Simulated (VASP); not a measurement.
Here is a VASP 6.6.1 calculation.

The input INCAR:

```
  ALGO = Normal
  EDIFF = 1E-6
  ENCUT = 520
  GGA = CA
  ISIF = 2
  ISMEAR = -1
  LASPH = T
  LCHARG = T
  LELF = T
  LREAL = F
  LVHAR = T
  LWAVE = F
  NBANDS = 15
  NELM = 100
  PREC = Accurate
  SIGMA = 0.03
```

File KPOINTS:

```
k-points
0
Gamma
  10 10 10
```

The input POSCAR:

```
LaP
1.0
    0.0000000000      2.9510031525      2.9510031525
    2.9510031525      0.0000000000      2.9510031525
    2.9510031525      2.9510031525      0.0000000000
La P
1 1
Direct
    0.0000000000      0.0000000000      0.0000000000
    0.5000000000      0.5000000000      0.5000000000
```

Potentials or basis: VASP PAW LDA potentials, release 64 (La, P).

The run is started by

```console
$ cat potpaw_LDA.64/La/POTCAR potpaw_LDA.64/P/POTCAR > POTCAR
$ mpirun -np 1 vasp_std > vasp.out
```

(1) Predict the pressure.

(2) Estimate the band gap on the k mesh.

## Answers

(1) 1.6 GPa.

(2) zero (band 8 reaches 6.98 eV, above the bottom of band 9 at 6.78 eV).

Caveat: spin-orbit coupling is left out, which moves the levels of the heavy elements.
